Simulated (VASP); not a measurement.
Input of a VASP 6.6.1 run:

File INCAR:

```
SYSTEM = CO2
  ALGO = Normal
  EDIFF = 1E-6
  ENCUT = 520
  GGA = PS
  ISIF = 2
  ISMEAR = 0
  LASPH = .TRUE.
  LCHARG = .FALSE.
  LREAL = .FALSE.
  LWAVE = .FALSE.
  NBANDS = 25
  NELM = 80
  PREC = Accurate
  SIGMA = 0.01
```

KPOINTS

```
k-points
0
G
  8 8 8
  0 0 0
```

POSCAR

```
CO2
1.0
    4.0598330287     -0.0139383229     -0.0000003344
    0.2952017964      4.0491103216     -0.0000003344
   -2.1775171837     -2.0175857873      2.7695134957
C O
2 4
Direct
    0.7500000000      0.2500000000      0.5000000000
    0.0000000000      0.0000000000      0.0000000000
    0.7075610382      0.1250000000      0.0825610382
    0.0424389618      0.6250000000      0.9174389618
    0.3750000000      0.2924389618      0.4174389618
    0.8750000000      0.9575610382      0.5825610382
```

Potentials or basis: VASP PAW PBE potentials, release 64 (C, O).

Run with:

```sh
$ cat potpaw_PBE.64/C/POTCAR potpaw_PBE.64/O/POTCAR > POTCAR
$ mpirun -np 1 vasp_std > vasp.out
```

Predict the pressure.

1.8 GPa.

What does it give for the band gap on the k mesh?

7.58 eV, indirect (least direct gap 8.02 eV).

Forces in eV/Å, atoms in the order of the input:
```
C    0.000  0.000  0.000
C    0.000  0.000  0.000
O   -0.045  0.048 -0.066
O    0.045 -0.048  0.066
O   -0.045  0.048  0.066
O    0.045 -0.048 -0.066
```

Caveat: the PAW data sets were made with another functional, which shifts forces and pressure a little. A hybrid or GW would open this gap; PBEsol tends to underestimate it.
